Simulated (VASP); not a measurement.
# GaSb (F-43m) in VASP: notebook

GaSb is run at these levels: r2SCAN, PBE; tasks: single point, relaxation of cell and atoms.

Program: VASP 6.6.1. These are calculated values, not measurements. Logs are shortened: lines on timing, memory, paths and dates and some standing lists are left out, and cuts for length are marked.

## 1. The cell of the first run

The structure is cubic, space group F-43m (No. 216). Conventional cell: a = 6.132 Å, b = 6.132 Å, c = 6.132 Å, α = 90.00°, β = 90.00°, γ = 90.00°. Ga (site symmetry -43m) has 4 Sb at 2.66 Å within 3.5 Å. Sb (site symmetry -43m) has 4 Ga at 2.66 Å within 3.5 Å.

## 2. Single point, r2SCAN

Contents of POSCAR:

```
GaSb
1.0
    0.0000000000      3.0658787993      3.0658787993
    3.0658787993      0.0000000000      3.0658787993
    3.0658787993      3.0658787993      0.0000000000
Ga Sb
1 1
Direct
    0.0000000000      0.0000000000      0.0000000000
    0.2500000000      0.2500000000      0.2500000000
```

Contents of INCAR.step1:

```
PREC     = Accurate       # precision mode
ENCUT    = 520            # plane-wave cutoff, eV
ISMEAR   = -1             # smearing method
SIGMA    = 0.02           # smearing width, eV
LREAL    = F              # projectors in reciprocal space
LASPH    = T              # aspherical terms in the spheres
NELM     = 100            # most SCF steps
NBANDS   = 16             # bands
GGA      = PE             # functional
ALGO     = Normal         # electronic algorithm
EDIFF    = 1E-4           # SCF threshold, eV
LWAVE    = T              # write WAVECAR
LCHARG   = F              # write CHGCAR
```

Contents of INCAR.step2:

```
PREC     = Accurate       # precision mode
ENCUT    = 520            # plane-wave cutoff, eV
EDIFF    = 1E-7           # SCF threshold, eV
ISMEAR   = -1             # smearing method
SIGMA    = 0.02           # smearing width, eV
LREAL    = F              # projectors in reciprocal space
LASPH    = T              # aspherical terms in the spheres
NELM     = 100            # most SCF steps
ALGO     = Normal         # electronic algorithm
ISIF     = 2              # what is computed and relaxed
LWAVE    = F              # write WAVECAR
LCHARG   = F              # write CHGCAR
METAGGA  = R2SCAN         # meta-GGA
LMIXTAU  = T            
NBANDS   = 16             # bands
ISTART   = 1
```

Contents of KPOINTS:

```
regular mesh
0
Gamma
  6 6 6
```

Potentials or basis: VASP PAW PBE potentials, release 64 (Ga_d, Sb).

Started as:

```console
cat potpaw_PBE.64/Ga_d/POTCAR potpaw_PBE.64/Sb/POTCAR > POTCAR
cp INCAR.step1 INCAR
mpirun -np 1 vasp_std > vasp.out
cp INCAR.step2 INCAR
mpirun -np 1 vasp_std > vasp.out
```

OUTCAR:

```text
PREC = Accurate
   ENCUT = 520
   EDIFF = 1E-7
   ISMEAR = -1
   LREAL = F
   LASPH = T
   NELM = 100
   ISIF = 2
   METAGGA = R2SCAN
   ISTART = 1

 ion  position               nearest neighbor table
   1  0.000  0.000  0.000-   2 2.66   2 2.66   2 2.66   2 2.66
   2  0.250  0.250  0.250-   1 2.66   1 2.66   1 2.66   1 2.66

  LATTYP: Found a face centered cubic cell.
 ALAT       =     6.1317575986

  Lattice vectors:

 A1 = (   0.0000000000,   3.0658787993,   3.0658787993)
 A2 = (   3.0658787993,   0.0000000000,   3.0658787993)
 A3 = (   3.0658787993,   3.0658787993,   0.0000000000)

Analysis of symmetry for initial positions (statically):
=====================================================================
 Subroutine PRICEL returns:
 Original cell was already a primitive cell.

 Routine SETGRP: Setting up the symmetry group for a
 face centered cubic supercell.

 Subroutine GETGRP returns: Found 24 space group operations
 (whereof 24 operations were pure point group operations)
 out of a pool of 48 trial point group operations.

The static configuration has the point symmetry T_d .

Analysis of symmetry for dynamics (positions and initial velocities):
=====================================================================
 Subroutine PRICEL returns:
 Original cell was already a primitive cell.

 Routine SETGRP: Setting up the symmetry group for a
 face centered cubic supercell.

 Subroutine GETGRP returns: Found 24 space group operations
 (whereof 24 operations were pure point group operations)
 out of a pool of 48 trial point group operations.

The dynamic configuration has the point symmetry T_d .

 Subroutine INISYM returns: Found 24 space group operations
 (whereof 24 operations are pure point group operations),
 and found     1 'primitive' translations

----------------------------------------------------------------------------------------

                                     Primitive cell

  volume of cell :      57.6361

  direct lattice vectors                    reciprocal lattice vectors
     0.000000000  3.065878799  3.065878799    -0.163085377  0.163085377  0.163085377
     3.065878799  0.000000000  3.065878799     0.163085377 -0.163085377  0.163085377
     3.065878799  3.065878799  0.000000000     0.163085377  0.163085377 -0.163085377

  length of vectors
     4.335807379  4.335807379  4.335807379     0.282472159  0.282472159  0.282472159

  position of ions in fractional coordinates (direct lattice)
     0.000000000  0.000000000  0.000000000
     0.250000000  0.250000000  0.250000000

  ion indices of the primitive-cell ions
   primitive index   ion index
                 1           1
                 2           2

----------------------------------------------------------------------------------------

 KPOINTS: regular mesh

Automatic generation of k-mesh.
 Grid dimensions read from file:
 generate k-points for:    6    6    6

 Generating k-lattice:

  Cartesian coordinates                     Fractional coordinates (reciprocal lattice)
    -0.027180896  0.027180896  0.027180896     0.166666667  0.000000000  0.000000000
     0.027180896 -0.027180896  0.027180896     0.000000000  0.166666667  0.000000000
     0.027180896  0.027180896 -0.027180896     0.000000000  0.000000000  0.166666667

  Length of vectors
     0.047078693  0.047078693  0.047078693

  Shift w.r.t. Gamma in fractional coordinates (k-lattice)
     0.000000000  0.000000000  0.000000000

 Subroutine IBZKPT returns following result:
 ===========================================

 Found     16 irreducible k-points:

 Following reciprocal coordinates:
            Coordinates               Weight
  0.000000  0.000000  0.000000      1.000000
  0.166667  0.000000  0.000000      8.000000
  0.333333  0.000000  0.000000      8.000000
  0.500000  0.000000  0.000000      4.000000
  0.166667  0.166667  0.000000      6.000000
  0.333333  0.166667  0.000000     24.000000
[... 8 lines left out ...]
 -0.333333  0.333333  0.166667     24.000000
 -0.333333  0.500000  0.166667     12.000000
   k-points           NKPTS =     16   k-points in BZ     NKDIM =     16   number of bands    NBANDS=     16
   number of dos      NEDOS =    301   number of ions     NIONS =      2
   total plane-waves  NPLWV =  32768
   dimension x,y,z NGX =    32 NGY =   32 NGZ =   32
   dimension x,y,z NGXF=    64 NGYF=   64 NGZF=   64
   ions per type =               1   1
   NGX,Y,Z   is equivalent  to a cutoff of  12.27, 12.27, 12.27 a.u.
   NGXF,Y,Z  is equivalent  to a cutoff of  24.54, 24.54, 24.54 a.u.
 SYSTEM =  unknown system
   PREC   = accura    normal or accurate (medium, high low for compatibility)
   ISTART =      1    job   : 0-new  1-cont  2-samecut
   ICHARG =      0    charge: 1-file 2-atom 10-const
   ISPIN  =      1    spin polarized calculation?
   LNONCOLLINEAR =      F non collinear calculations
   LSORBIT =      F    spin-orbit coupling
   LASPH  =      T    aspherical Exc in radial PAW
   ENCUT  =  520.0 eV  38.22 Ry    6.18 a.u.   8.06  8.06  8.06*2*pi/ulx,y,z
   NELM   =    100;   NELMIN=  2; NELMDL=  0     # of ELM steps
   EDIFF  = 0.1E-06   stopping-criterion for ELM
   LREAL  =      F    real-space projection
   EDIFFG = 0.1E-05   stopping-criterion for IOM
   NSW    =      0    number of steps for IOM
   IBRION =     -1    ionic relax: 0-MD 1-quasi-New 2-CG
   NFREE  =      0    steps in history (QN), initial steepest desc. (CG)
   ISIF   =      2    stress and relaxation
   ISYM   =      2    0-nonsym 1-usesym 2-fastsym
   POTIM  = 0.5000    time-step for ionic-motion
   TEBEG  =    0.0;   TEEND  =   0.0 temperature during run
   PSTRESS=    0.0 pullay stress
   NELECT =      18.0000    total number of electrons
   NUPDOWN=      -1.0000    fix difference up-down
   EMIN   =  10.00;   EMAX   =-10.00  energy-range for DOS
   EFERMI =   0.00;   METHOD = LEGACY
   ISMEAR =    -1;   SIGMA  =   0.02  broadening in eV -4-tet -1-fermi 0-gaus
   EFERMI_NEDOS =   21; number of points for ismear=-14 and -15
   IALGO  =     38    algorithm
   IMIX   =      4    mixing-type and parameters
     AMIX     =   0.40;   BMIX     =  1.00
     AMIX_MAG =   1.60;   BMIX_MAG =  1.00
  volume/ion in A,a.u.               =      28.82       194.47
  Fermi-wavevector in a.u.,A,eV,Ry     =   1.110710  2.098938 16.785191  1.233677
  Thomas-Fermi vector in A             =   2.247265
   LORBIT       =      0    0 simple, 1 ext, 2 COOP (PROOUT), +10 PAW based schemes
   METAGGA = R2SCAN    functional components
   LHFCALC =     F    Hartree Fock is set to
   AEXX    =    0.0000 exact exchange contribution
   IVDW    =     0    specifies the selected vdW correction
   LEPSILON=     F    determine dielectric tensor
   LRPA    =     F    only Hartree local field effects (RPA)
 non-spin polarized calculation
  energy-cutoff  :      520.00
  volume of cell :       57.64
 maximum number of plane-waves:      1572
   NGX = 17   NGY = 17   NGZ = 17

 number of electron      17.9999989 magnetization

 Free energy of the ion-electron system (eV)
  ---------------------------------------------------
  ext. energy  EPLUGINS =         0.00000000
  ---------------------------------------------------
  free energy    TOTEN  =       -37.57901416 eV

  energy without entropy =      -37.57901382  energy(sigma->0) =      -37.57901399

 E-fermi :   4.8317     XC(G=0):  -9.6869

 val. band max:        4.6218037466   @ k =   0.0000   0.0000   0.0000
 cond. band min:       5.0197204952   @ k =   0.0000   0.0000   0.0000
 fundamental gap:      0.3979167486
 Fermi energy:         4.8317426840

 k-point     1 :       0.0000    0.0000    0.0000
  band No.  band energies     occupation
      1     -10.8723      2.00000
      2     -10.8723      2.00000
      3     -10.8723      2.00000
      4     -10.8164      2.00000
      5     -10.8164      2.00000
      6      -7.2608      2.00000
[... 8 lines left out ...]
     15      13.6256      0.00000
     16      13.6256      0.00000

 k-point     2 :       0.1667    0.0000    0.0000
  band No.  band energies     occupation
      1     -10.8797      2.00000
      2     -10.8690      2.00000
      3     -10.8690      2.00000
      4     -10.8167      2.00000
      5     -10.8167      2.00000
      6      -6.9655      2.00000
[... 8 lines left out ...]
     15      12.6589      0.00000
     16      12.6589      0.00000

 k-point     3 :       0.3333    0.0000    0.0000
  band No.  band energies     occupation
      1     -10.8942      2.00000
      2     -10.8632      2.00000
      3     -10.8632      2.00000
      4     -10.8166      2.00000
      5     -10.8166      2.00000
      6      -6.1777      2.00000
[... 8 lines left out ...]
     15      13.1899      0.00000
     16      13.1899      0.00000

 k-point     4 :       0.5000    0.0000    0.0000
  band No.  band energies     occupation
      1     -10.9012      2.00000
      2     -10.8607      2.00000
      3     -10.8607      2.00000
      4     -10.8162      2.00000
      5     -10.8162      2.00000
      6      -5.5565      2.00000
[... 8 lines left out ...]
     15      15.0957      0.00000
     16      15.0958      0.00000
[... 172 lines left out ...]
 k-point    14 :       0.5000    0.3333    0.1667
  band No.  band energies     occupation
      1     -10.9064      2.00000
      2     -10.8566      2.00000
      3     -10.8537      2.00000
      4     -10.8220      2.00000
      5     -10.8148      2.00000
      6      -5.5010      2.00000
[... 8 lines left out ...]
     15      14.1716      0.00000
     16      16.2323      0.00000

 k-point    15 :      -0.3333    0.3333    0.1667
  band No.  band energies     occupation
      1     -10.9097      2.00000
      2     -10.8557      2.00000
      3     -10.8510      2.00000
      4     -10.8212      2.00000
      5     -10.8160      2.00000
      6      -4.9423      2.00000
[... 8 lines left out ...]
     15      15.6627      0.00000
     16      15.8761      0.00000

 k-point    16 :      -0.3333    0.5000    0.1667
  band No.  band energies     occupation
      1     -10.9146      2.00000
      2     -10.8520      2.00000
      3     -10.8474      2.00000
      4     -10.8247      2.00000
      5     -10.8144      2.00000
      6      -4.6423      2.00000
[... 8 lines left out ...]
     15      15.1639      0.00000
     16      16.5786      0.00000

------------------------ aborting loop because EDIFF is reached ----------------------------------------

  FORCE on cell =-STRESS in cart. coord.  units (eV):
  Direction    XX          YY          ZZ          XY          YZ          ZX
  --------------------------------------------------------------------------------------
  -------------------------------------------------------------------------------------
  Total        0.0331435      0.0331435      0.0331435      0.0000000      0.0000000     -0.0000000
  in kB        0.9213274      0.9213274      0.9213274      0.0000000      0.0000000     -0.0000000
  external PRESSURE =       0.9213274 kB  Pullay stress =       0.0000000 kB

 VOLUME and BASIS-vectors are now :
 -----------------------------------------------------------------------------
  energy-cutoff  :      520.00
  volume of cell :       57.64
      direct lattice vectors                 reciprocal lattice vectors
     0.000000000  3.065878799  3.065878799    -0.163085377  0.163085377  0.163085377
     3.065878799  0.000000000  3.065878799     0.163085377 -0.163085377  0.163085377
     3.065878799  3.065878799  0.000000000     0.163085377  0.163085377 -0.163085377

 POSITION                                       TOTAL-FORCE (eV/Angst)
 -----------------------------------------------------------------------------------
      0.00000      0.00000      0.00000         0.000000      0.000000     -0.000000
      1.53294      1.53294      1.53294        -0.000000     -0.000000      0.000000
 -----------------------------------------------------------------------------------
    total drift:                               -0.000002     -0.000002     -0.000002

  FREE ENERGIE OF THE ION-ELECTRON SYSTEM (eV)
  ---------------------------------------------------
  free  energy   TOTEN  =       -37.5790141554 eV

  energy  without entropy=      -37.5790138196  energy(sigma->0) =      -37.57901399
```

It took 31 s on 1 thread of Intel Xeon 6975P-C, shared host; peak memory 0.19 GiB.

What came out:

- Free energy: -37.5790 eV
- Pressure: 0.1 GPa
- Band gap on the k mesh: 0.40 eV, direct

Caveat: the PAW data sets were made with another functional, which shifts forces and pressure a little; spin-orbit coupling is left out, which moves the levels of the heavy elements.

## 3. Single point, PBE

Contents of INCAR:

```
SYSTEM = GaSb
PREC = Accurate
ENCUT = 520
EDIFF = 1E-6
ISMEAR = -1
SIGMA = 0.02
LREAL = .False.
LASPH = .True.
NELM = 80
ALGO = Normal
ISIF = 2
LWAVE = .False.
LCHARG = .False.
GGA = PE
NBANDS = 16
```

Contents of KPOINTS:

```
Automatic mesh
0
Gamma
  8 8 8
  0 0 0
```

POSCAR is that of step 2.

Potentials or basis: VASP PAW PBE potentials, release 64 (Ga_d, Sb).

Started as:

```console
cat potpaw_PBE.64/Ga_d/POTCAR potpaw_PBE.64/Sb/POTCAR > POTCAR
mpirun -np 1 vasp_std > vasp.out
```

It took 11 s on 1 thread of Intel Xeon 6975P-C, shared host; peak memory 0.19 GiB.

The run converged. Its results:

- Free energy: -7.3513 eV
- Pressure: 2.0 GPa
- Band gap on the k mesh: zero (filled and empty bands touch)

Levels at points of the mesh, in eV from the Fermi level:
| k point | band 6 | band 7 | band 8 | band 9 | band 10 | band 11 | band 12 | band 13 |
| --- | --- | --- | --- | --- | --- | --- | --- | --- |
| (0.00, 0.00, 0.00) | -11.45 | -0.03 | -0.02 | -0.02 | -0.02 | 2.76 | 2.76 | 2.76 |
| (0.50, 0.00, 0.00) | -9.84 | -6.35 | -1.16 | -1.16 | 0.37 | 3.73 | 3.73 | 6.45 |
| (0.50, 0.50, 0.00) | -9.02 | -6.80 | -2.57 | -2.57 | 0.89 | 1.25 | 8.62 | 8.62 |

Caveat: spin-orbit coupling is left out, which moves the levels of the heavy elements.

[end of part 1 of 2]
